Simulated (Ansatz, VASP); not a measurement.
Two plane-wave programs on In3Cl2

The input INCAR:

```
PREC = Accurate ; ENCUT = 600
EDIFF = 1E-7 ; ISMEAR = 0
SIGMA = 0.1 ; LREAL = F
LASPH = T ; NELM = 100
ALGO = Normal ; ISIF = 3
LWAVE = F ; LCHARG = F
GGA = PE ; IBRION = 2
NSW = 90 ; EDIFFG = -0.04
```

KPOINTS

```
Automatic mesh
0
Gamma
  6 6 4
```

POSCAR

```
In3Cl2
1.0
    4.8529073367      0.0000000000      0.0000000000
   -2.4264536683      4.2027410358      0.0000000000
    0.0000000000      0.0000000000      5.8594380734
In Cl
3 2
Direct
    0.0000000000      0.0000000000      0.0000000000
    0.3333333333      0.6666666667      0.6250000000
    0.6666666667      0.3333333333      0.3750000000
    0.3333333333      0.6666666667      0.1380000000
    0.6666666667      0.3333333333      0.8620000000
```

Input for Ansatz:

```yaml
crystal:
  lattice:
    - [4.8529073367, 0.0, 0.0]
    - [-2.4264536683, 4.2027410358, 0.0]
    - [0.0, 0.0, 5.8594380734]
  atoms:
    - { symbol: In, position: [0.0, 0.0, 0.0] }
    - { symbol: In, position: [0.3333333333, 0.6666666667, 0.625] }
    - { symbol: In, position: [0.6666666667, 0.3333333333, 0.375] }
    - { symbol: Cl, position: [0.3333333333, 0.6666666667, 0.138] }
    - { symbol: Cl, position: [0.6666666667, 0.3333333333, 0.862] }
basis:
  ecutwfc: 420
kpoints:
  mp_grid: { grid: [6, 6, 4] }
hamiltonian:
  xc: pbe
scf:
  occupations: { method: gaussian, width: 0.1 }
  lower_state_search: "off"
output:
  forces: true
  stress: true
  eigenvalues: true
relax:
  adjacent_minimum: "off"
  f_tol: 0.04
  max_steps: 70
  cell: { stress_tol: 0.4 }
```

Alike in both runs: task relaxation of cell and atoms; functional PBE; k mesh 6 × 6 × 4; occupations gaussian, width 0.1 eV; no spin polarisation.

```csv
,VASP,Ansatz
version,VASP 6.6.1,Ansatz 0.2.0
potentials or method,"VASP PAW PBE potentials, release 64 (In_d, Cl), cutoff 600 eV","scalar-relativistic, plane waves, PAW"
valence electrons in the cell,53,53
```

```tsv
	VASP	Ansatz	Ansatz less VASP
gap on the k mesh at the Fermi level, each at its own relaxed structure (eV)	none	none	-
relaxed volume (Å³/atom)	32.49	32.45	-0.043
relaxed length of the cell vector where the two differ most in proportion (Å)	6.255	6.317	+0.0628
```

A gap of «none» marks a metal or a gap that the smearing closes.

Noted on VASP's run: the volume moved by over 15 % at a fixed basis, so the end points are rough.
